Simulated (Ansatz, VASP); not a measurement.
# LiBr: VASP beside Ansatz

INCAR

```
ALGO = Normal
EDIFF = 1E-6
ENCUT = 750
GGA = PE
GGA_COMPAT = False
ISIF = 2
ISMEAR = 0
LASPH = True
LCHARG = False
LREAL = False
LWAVE = False
NBANDS = 12
NELM = 120
PREC = Accurate
SIGMA = 0.05
```

File KPOINTS:

```
k-points
0
Gamma
  8 8 8
```

Contents of POSCAR:

```
LiBr
1.0
    0.0000000000      2.9640600000      2.9640600000
    2.9640600000      0.0000000000      2.9640600000
    2.9640600000      2.9640600000      0.0000000000
Li Br
1 1
Direct
    0.0000000000      0.0000000000      0.0000000000
    0.5000000000      0.5000000000      0.5000000000
```

Input for Ansatz:

```yaml
crystal:
  lattice:
    - [0.0, 2.96406, 2.96406]
    - [2.96406, 0.0, 2.96406]
    - [2.96406, 2.96406, 0.0]
  atoms:
    - { symbol: Li, position: [0.0, 0.0, 0.0] }
    - { symbol: Br, position: [0.5, 0.5, 0.5] }
basis:
  ecutwfc: 420
kpoints:
  mp_grid: { grid: [8, 8, 8] }
hamiltonian:
  xc: pbe
scf:
  occupations: { method: gaussian, width: 0.05 }
output:
  forces: true
  stress: true
  eigenvalues: true
```

Change from the starting cell: strain +0.080 along x and y, +0.080 along z, atoms carried along.

Alike in both runs: task single point; functional PBE; k mesh 8 × 8 × 8; occupations gaussian, width 0.05 eV; no spin polarisation.

```csv
,VASP,Ansatz
version,VASP 6.6.1,Ansatz 0.2.0
potentials or method,"VASP PAW PBE potentials, release 64 (Li_sv, Br), cutoff 750 eV","scalar-relativistic, plane waves, PAW"
valence electrons in the cell,10,10
```

```tsv
	VASP	Ansatz	Ansatz less VASP
gap on the k mesh at the Fermi level (eV)	4.14	4.13	-0.003
least direct gap on the mesh (eV)	4.14	4.13	-0.003
pressure (GPa)	-3.5	-3.5	+0.03
```
